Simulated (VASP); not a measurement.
Set up this calculation in VASP 6.6.1, as the native input.

```
Task                   : single point
Functional             : PBEsol
Potentials or basis    : VASP PAW PBE potentials, release 64 (Os)
Cutoff                 : 520 eV
k mesh                 : 21 × 21 × 12
Occupations            : gaussian, width 0.15 eV
Spin                   : no spin polarisation
Dipole correction      : no
Further INCAR settings : ALGO = Fast; EDIFF = 1e-06; NBANDS = 15
```

The structure of Os lies in POSCAR:

```
Os
1.0
    2.7340999755      0.0000000000      0.0000000000
   -1.3670499878      2.3441220349      0.0000000000
    0.0000000000      0.0000000000      4.3197000000
Os
2
Direct
    0.3333333333      0.6666666667      0.2500000000
    0.6666666667      0.3333333333      0.7500000000
```

This cell differs from its parent crystal: strain -0.0100 x Voigt [0, 1, 0, 0, 0, 0].

The input as run:

INCAR

```
PREC = Accurate ; ENCUT = 520
EDIFF = 1E-6 ; ISMEAR = 0
SIGMA = 0.15 ; LREAL = False
LASPH = True ; NELM = 100
ALGO = Fast ; ISIF = 2
LWAVE = False ; LCHARG = False
GGA = PS ; NBANDS = 15
```

KPOINTS

```
regular mesh
0
Gamma
  21 21 12
```

Potentials or basis: VASP PAW PBE potentials, release 64 (Os).

Command:

```console
$ cat potpaw_PBE.64/Os/POTCAR > POTCAR
$ mpirun -np 1 vasp_std > vasp.out
```

It gave:

```yaml
Pressure: 2.0 GPa
Largest_force: 0.027 eV/Å
Band_gap_on_the_k_mesh: zero (bands 8 and 9 overlap by 4.01 eV)
```

Caveat: the cell differs from its parent crystal (strain -0.0100 x Voigt [0, 1, 0, 0, 0, 0]); the PAW data sets were made with another functional, which shifts forces and pressure a little; spin-orbit coupling is left out, which moves the levels of the heavy elements.

Run time: 6.1 min on 1 thread of Intel(R) Xeon(R) Platinum 8259CL CPU @ 2.50GHz (Skylake/Cascade Lake), with other jobs on the host, peak memory 0.39 GiB.
